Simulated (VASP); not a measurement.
A run of VASP 6.6.1:

INCAR

```
SYSTEM = Cu
ALGO = Normal
EDIFF = 1E-6
ENCUT = 700
GGA = PS
GGA_COMPAT = .FALSE.
ISIF = 2
ISMEAR = 0
LASPH = .TRUE.
LCHARG = .FALSE.
LREAL = .FALSE.
LWAVE = .FALSE.
NBANDS = 16
NELM = 120
PREC = Accurate
SIGMA = 0.15
```

KPOINTS

```
k-points
0
G
  24 24 24
  0 0 0
```

POSCAR

```
Cu
1.0
   -1.3995095204      1.3995095204      1.4173638935
    1.3995095204     -1.3995095204      1.4173638935
    1.3995095204      1.3995095204     -1.4173638935
Cu
1
Direct
    0.0000000000      0.0000000000      0.0000000000
```

Potentials or basis: VASP PAW PBE potentials, release 64 (Cu_sv_GW).

The run is started by

```sh
$ cat potpaw_PBE.64/Cu_sv_GW/POTCAR > POTCAR
$ mpirun -np 1 vasp_std > vasp.out
```

Hardware: 1 thread of AMD EPYC 9R45 96-Core Processor (Zen 5) (shared host).

Question: How long does it take, and how much memory?

Answer: It took 2.7 min on 1 thread of AMD EPYC 9R45 96-Core Processor (Zen 5), on a shared host, peak memory 0.42 GiB. Counts: scf iterations 11, k points 1063.
